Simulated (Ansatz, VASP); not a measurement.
# One calculation of AlN, two programs

```
CELL_PARAMETERS angstrom
0.00000 2.03532 2.03532
2.03532 0.00000 2.03532
2.03532 2.03532 0.00000
ATOMIC_POSITIONS crystal
Al 0.50000 0.50000 0.50000
N 0.00000 0.00000 0.00000
```

Change from the starting cell: the structure that the rattled cell fell into.

Alike in both runs: functional PBE; k mesh 10 × 10 × 10; occupations gaussian, width 0.02 eV; no spin polarisation.

Ansatz relaxed the structure, and its values are those at the end. VASP's run is a single point on that final structure, the one shown.

```csv
,VASP,Ansatz
version,VASP 6.6.1,Ansatz 0.2.0
potentials or method,"VASP PAW PBE potentials, release 64 (Al, N), cutoff 520 eV","scalar-relativistic, plane waves, PAW"
valence electrons in the cell,8,8
```

```tsv
	VASP	Ansatz	Ansatz less VASP
gap on the k mesh at the Fermi level (eV)	4.41	4.43	+0.022
least direct gap on the mesh (eV)	5.39	5.38	-0.010
pressure (GPa)	-0.3	0.0	+0.27
```
